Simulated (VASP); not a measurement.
# Li2P in VASP: single point with PBE

Aim: the single point of Li2P with PBE.

All numbers are computed with VASP 6.6.1; they aren't measurements. Logs are shortened: lines on timing, memory, paths and dates and some standing lists are left out, and cuts for length are marked.

## (1) The cell of the first run

The typed cell holds 6 atoms: a = 3.984 Å, b = 7.446 Å, c = 2.716 Å, α = 90.00°, β = 90.00°, γ = 90.00°.

## (2) Single point, PBE

INCAR

```
  PREC = Accurate
  ENCUT = 520
  EDIFF = 1E-7
  ISMEAR = 0
  SIGMA = 0.1
  LREAL = False
  LASPH = True
  NELM = 100
  ALGO = Normal
  ISIF = 2
  LWAVE = False
  LCHARG = False
  GGA = PE
  NBANDS = 20
```

KPOINTS

```
Automatic mesh
0
Gamma
  4 4 6
```

POSCAR

```
Li2P
1.0
    3.9837479243      0.0000000000      0.0000000000
    0.0000000000      7.4456153865      0.0000000000
    0.0000000000      0.0000000000      2.7163377110
Li P
4 2
Direct
    0.0000512160      0.3408120335      0.0000000000
    0.9999487840      0.6591879665      0.0000000000
    0.5000512160      0.1591879665      0.5000000000
    0.4999487840      0.8408120335      0.5000000000
    0.0000000000      0.0000000000      0.0000000000
    0.5000000000      0.5000000000      0.5000000000
```

Potentials or basis: VASP PAW PBE potentials, release 64 (Li_sv, P).

Run with:

```sh
$ cat potpaw_PBE.64/Li_sv/POTCAR potpaw_PBE.64/P/POTCAR > POTCAR
$ mpirun -np 1 vasp_std > vasp.out
```

OUTCAR:

```text
PREC = Accurate
   ENCUT = 520
   EDIFF = 1E-7
   ISMEAR = 0
   LREAL = False
   LASPH = True
   NELM = 100
   ISIF = 2
   GGA = PE

 ion  position               nearest neighbor table
   1  0.000  0.341  0.000-   2 2.37   5 2.54   6 2.69   6 2.69   6 2.69   6 2.69
   2  1.000  0.659  0.000-   1 2.37   5 2.54   6 2.69   6 2.69   6 2.69   6 2.69
   3  0.500  0.159  0.500-   4 2.37   6 2.54   5 2.69   5 2.69   5 2.69   5 2.69
   4  0.500  0.841  0.500-   3 2.37   6 2.54   5 2.69   5 2.69   5 2.69   5 2.69
   5  0.000  0.000  0.000-   1 2.54   2 2.54   3 2.69   4 2.69   3 2.69   4 2.69   3 2.69   3 2.69
                             4 2.69   4 2.69
   6  0.500  0.500  0.500-   3 2.54   4 2.54   1 2.69   2 2.69   1 2.69   2 2.69   1 2.69   1 2.69
                             2 2.69   2 2.69

  LATTYP: Found a simple orthorhombic cell.
 ALAT       =     2.7163377110
 B/A-ratio  =     1.4665878650
 C/A-ratio  =     2.7410492283

  Lattice vectors:

 A1 = (   0.0000000000,   0.0000000000,   2.7163377110)
 A2 = (   3.9837479243,   0.0000000000,   0.0000000000)
 A3 = (   0.0000000000,   7.4456153865,   0.0000000000)

Analysis of symmetry for initial positions (statically):
=====================================================================
 Subroutine PRICEL returns:
 Original cell was already a primitive cell.

 Routine SETGRP: Setting up the symmetry group for a
 simple orthorhombic supercell.

 Subroutine GETGRP returns: Found  8 space group operations
 (whereof  4 operations were pure point group operations)
 out of a pool of  8 trial point group operations.

The static configuration has the point symmetry C_2h.
 The point group associated with its full space group is D_2h.

Analysis of symmetry for dynamics (positions and initial velocities):
=====================================================================
 Subroutine PRICEL returns:
 Original cell was already a primitive cell.

 Routine SETGRP: Setting up the symmetry group for a
 simple orthorhombic supercell.

 Subroutine GETGRP returns: Found  8 space group operations
 (whereof  4 operations were pure point group operations)
 out of a pool of  8 trial point group operations.

The dynamic configuration has the point symmetry C_2h.
 The point group associated with its full space group is D_2h.

 Subroutine INISYM returns: Found  8 space group operations
 (whereof  4 operations are pure point group operations),
 and found     1 'primitive' translations

----------------------------------------------------------------------------------------

                                     Primitive cell

  volume of cell :      80.5705

  direct lattice vectors                    reciprocal lattice vectors
     3.983747924  0.000000000  0.000000000     0.251019899  0.000000000  0.000000000
     0.000000000  7.445615387  0.000000000     0.000000000  0.134307233  0.000000000
     0.000000000  0.000000000  2.716337711     0.000000000  0.000000000  0.368142737

  length of vectors
     3.983747924  7.445615387  2.716337711     0.251019899  0.134307233  0.368142737

  position of ions in fractional coordinates (direct lattice)
     0.000051216  0.340812034  0.000000000
     0.999948784  0.659187966  0.000000000
     0.500051216  0.159187966  0.500000000
     0.499948784  0.840812034  0.500000000
     0.000000000  0.000000000  0.000000000
     0.500000000  0.500000000  0.500000000

  ion indices of the primitive-cell ions
   primitive index   ion index
                 1           1
                 2           2
                 3           3
                 4           4
                 5           5
                 6           6

----------------------------------------------------------------------------------------

 KPOINTS: Automatic mesh

Automatic generation of k-mesh.
 Grid dimensions read from file:
 generate k-points for:    4    4    6

 Generating k-lattice:

  Cartesian coordinates                     Fractional coordinates (reciprocal lattice)
     0.062754975  0.000000000  0.000000000     0.250000000  0.000000000  0.000000000
     0.000000000  0.033576808  0.000000000     0.000000000  0.250000000  0.000000000
     0.000000000  0.000000000  0.061357123     0.000000000  0.000000000  0.166666667

  Length of vectors
     0.062754975  0.033576808  0.061357123

  Shift w.r.t. Gamma in fractional coordinates (k-lattice)
     0.000000000  0.000000000  0.000000000

 Subroutine IBZKPT returns following result:
 ===========================================

 Found     36 irreducible k-points:

 Following reciprocal coordinates:
            Coordinates               Weight
  0.000000  0.000000  0.000000      1.000000
  0.250000  0.000000  0.000000      2.000000
  0.500000  0.000000  0.000000      1.000000
  0.000000  0.250000  0.000000      2.000000
  0.250000  0.250000  0.000000      4.000000
  0.500000  0.250000  0.000000      2.000000
[... 16 lines left out ...]
  0.250000  0.250000  0.333333      8.000000
  0.500000  0.250000  0.333333      4.000000
 [... further k-points ...]
   k-points           NKPTS =     36   k-points in BZ     NKDIM =     36   number of bands    NBANDS=     20
   number of dos      NEDOS =    301   number of ions     NIONS =      6
   total plane-waves  NPLWV =  33600
   dimension x,y,z NGX =    30 NGY =   56 NGZ =   20
   dimension x,y,z NGXF=    60 NGYF=  112 NGZF=   40
   ions per type =               4   2
   NGX,Y,Z   is equivalent  to a cutoff of  12.52, 12.50, 12.24 a.u.
   NGXF,Y,Z  is equivalent  to a cutoff of  25.04, 25.01, 24.48 a.u.
 SYSTEM =  unknown system
   PREC   = accura    normal or accurate (medium, high low for compatibility)
   ISTART =      0    job   : 0-new  1-cont  2-samecut
   ICHARG =      2    charge: 1-file 2-atom 10-const
   ISPIN  =      1    spin polarized calculation?
   LNONCOLLINEAR =      F non collinear calculations
   LSORBIT =      F    spin-orbit coupling
   LASPH  =      T    aspherical Exc in radial PAW
   ENCUT  =  520.0 eV  38.22 Ry    6.18 a.u.   7.41 13.84  5.05*2*pi/ulx,y,z
   NELM   =    100;   NELMIN=  2; NELMDL= -5     # of ELM steps
   EDIFF  = 0.1E-06   stopping-criterion for ELM
   LREAL  =      F    real-space projection
   EDIFFG = 0.1E-05   stopping-criterion for IOM
   NSW    =      0    number of steps for IOM
   IBRION =     -1    ionic relax: 0-MD 1-quasi-New 2-CG
   NFREE  =      0    steps in history (QN), initial steepest desc. (CG)
   ISIF   =      2    stress and relaxation
   ISYM   =      2    0-nonsym 1-usesym 2-fastsym
   POTIM  = 0.5000    time-step for ionic-motion
   TEBEG  =    0.0;   TEEND  =   0.0 temperature during run
   PSTRESS=    0.0 pullay stress
   NELECT =      22.0000    total number of electrons
   NUPDOWN=      -1.0000    fix difference up-down
   EMIN   =  10.00;   EMAX   =-10.00  energy-range for DOS
   EFERMI =   0.00;   METHOD = LEGACY
   ISMEAR =     0;   SIGMA  =   0.10  broadening in eV -4-tet -1-fermi 0-gaus
   EFERMI_NEDOS =   21; number of points for ismear=-14 and -15
   IALGO  =     38    algorithm
   IMIX   =      4    mixing-type and parameters
     AMIX     =   0.40;   BMIX     =  1.00
     AMIX_MAG =   1.60;   BMIX_MAG =  1.00
  volume/ion in A,a.u.               =      13.43        90.62
  Fermi-wavevector in a.u.,A,eV,Ry     =   1.062079  2.007039 15.347544  1.128013
  Thomas-Fermi vector in A             =   2.197518
   LORBIT       =      0    0 simple, 1 ext, 2 COOP (PROOUT), +10 PAW based schemes
   GGA     = PE    functional components
   LHFCALC =     F    Hartree Fock is set to
   AEXX    =    0.0000 exact exchange contribution
   IVDW    =     0    specifies the selected vdW correction
   LEPSILON=     F    determine dielectric tensor
   LRPA    =     F    only Hartree local field effects (RPA)
 non-spin polarized calculation
 Gauss-broadening in eV      SIGMA  =   0.10
  energy-cutoff  :      520.00
  volume of cell :       80.57
 maximum number of plane-waves:      2206
 NGX is ok and might be reduce to    30
   NGX = 15   NGY = 27   NGZ = 11

 number of electron      21.9999979 magnetization

 Free energy of the ion-electron system (eV)
  ---------------------------------------------------
  ext. energy  EPLUGINS =         0.00000000
  ---------------------------------------------------
  free energy    TOTEN  =       -21.90948131 eV

  energy without entropy =      -21.90940099  energy(sigma->0) =      -21.90944115

 E-fermi :   5.4456     XC(G=0):  -9.3199

 val. band max:        5.2365673117   @ k =   0.0000   0.5000   0.5000
 cond. band min:       5.6320637815   @ k =   0.0000   0.0000   0.1667
 fundamental gap:      0.3954964699
 Fermi energy:         5.4456368563

 k-point     1 :       0.0000    0.0000    0.0000
  band No.  band energies     occupation
      1     -41.6352      2.00000
      2     -41.5969      2.00000
      3     -41.5932      2.00000
      4     -41.5553      2.00000
      5      -6.9557      2.00000
      6      -6.6080      2.00000
[... 12 lines left out ...]
     19      13.1639      0.00000
     20      13.4306      0.00000

 k-point     2 :       0.2500    0.0000    0.0000
  band No.  band energies     occupation
      1     -41.6294      2.00000
      2     -41.6023      2.00000
      3     -41.5876      2.00000
      4     -41.5607      2.00000
      5      -6.7748      2.00000
      6      -6.5057      2.00000
[... 12 lines left out ...]
     19      14.0685      0.00000
     20      14.8262      0.00000

 k-point     3 :       0.5000    0.0000    0.0000
  band No.  band energies     occupation
      1     -41.6157      2.00000
      2     -41.6157      2.00000
      3     -41.5740      2.00000
      4     -41.5740      2.00000
      5      -6.4841      2.00000
      6      -6.4841      2.00000
[... 12 lines left out ...]
     19      14.6936      0.00000
     20      14.7076      0.00000

 k-point     4 :       0.0000    0.2500    0.0000
  band No.  band energies     occupation
      1     -41.6321      2.00000
      2     -41.6105      2.00000
      3     -41.5797      2.00000
      4     -41.5583      2.00000
      5      -6.9098      2.00000
      6      -6.6646      2.00000
[... 429 lines left out ...]
 k-point    23 :       0.2500    0.2500    0.3333
  band No.  band energies     occupation
      1     -41.6036      2.00000
      2     -41.5942      2.00000
      3     -41.5621      2.00000
      4     -41.5529      2.00000
      5      -4.8614      2.00000
      6      -4.6575      2.00000
[... 12 lines left out ...]
     19      11.2150      0.00000
     20      11.4604      0.00000

 k-point    24 :       0.5000    0.2500    0.3333
  band No.  band energies     occupation
      1     -41.5981      2.00000
      2     -41.5981      2.00000
      3     -41.5580      2.00000
      4     -41.5580      2.00000
      5      -4.5437      2.00000
      6      -4.5437      2.00000
[... 12 lines left out ...]
     19      12.7823      0.00000
     20      12.7823      0.00000

 [... further k-points ...]
[... 5 lines left out ...]
  --------------------------------------------------------------------------------------
  -------------------------------------------------------------------------------------
  Total       -0.0528232     -0.0218835     -0.0692446      0.0000000      0.0000000      0.0000000
  in kB       -1.0504100     -0.4351613     -1.3769573      0.0000000      0.0000000      0.0000000
  external PRESSURE =      -0.9541762 kB  Pullay stress =       0.0000000 kB

 VOLUME and BASIS-vectors are now :
 -----------------------------------------------------------------------------
  energy-cutoff  :      520.00
  volume of cell :       80.57
      direct lattice vectors                 reciprocal lattice vectors
     3.983747924  0.000000000  0.000000000     0.251019899  0.000000000  0.000000000
     0.000000000  7.445615387  0.000000000     0.000000000  0.134307233  0.000000000
     0.000000000  0.000000000  2.716337711     0.000000000  0.000000000  0.368142737

 POSITION                                       TOTAL-FORCE (eV/Angst)
 -----------------------------------------------------------------------------------
      0.00020      2.53756      0.00000        -0.000210      0.006028      0.000000
      3.98354      4.90806      0.00000         0.000210     -0.006028      0.000000
      1.99208      1.18525      1.35817        -0.000210     -0.006028      0.000000
      1.99167      6.26036      1.35817         0.000210      0.006028      0.000000
      0.00000      0.00000      0.00000         0.000000     -0.000000      0.000000
      1.99187      3.72281      1.35817         0.000000     -0.000000      0.000000
 -----------------------------------------------------------------------------------
    total drift:                                0.000000      0.000000      0.000000

  FREE ENERGIE OF THE ION-ELECTRON SYSTEM (eV)
  ---------------------------------------------------
  free  energy   TOTEN  =       -21.9094813132 eV

  energy  without entropy=      -21.9094009871  energy(sigma->0) =      -21.90944115
```

It took 23 s on 1 thread of Intel Xeon 6975P-C (Granite Rapids), shared host; peak memory 0.18 GiB.

Results:

| Item | Value |
| --- | --- |
| Free energy | -21.9095 eV |
| Largest force | 0.006 eV/Å |
| Band gap on the k mesh | zero (band 11 reaches 7.87 eV, above the bottom of band 12 at 2.65 eV) |

Forces on the atoms (eV/Å):
```
Li   0.000  0.006  0.000
Li   0.000 -0.006  0.000
Li   0.000 -0.006  0.000
Li   0.000  0.006  0.000
P    0.000  0.000  0.000
P    0.000  0.000  0.000
```

Caveat: the k points lie up to 0.39 Å⁻¹ apart; the cutoff is under 1.25 times the usual one of these potentials, so pressure, stress and relaxed cells hold a basis-set (Pulay) error.
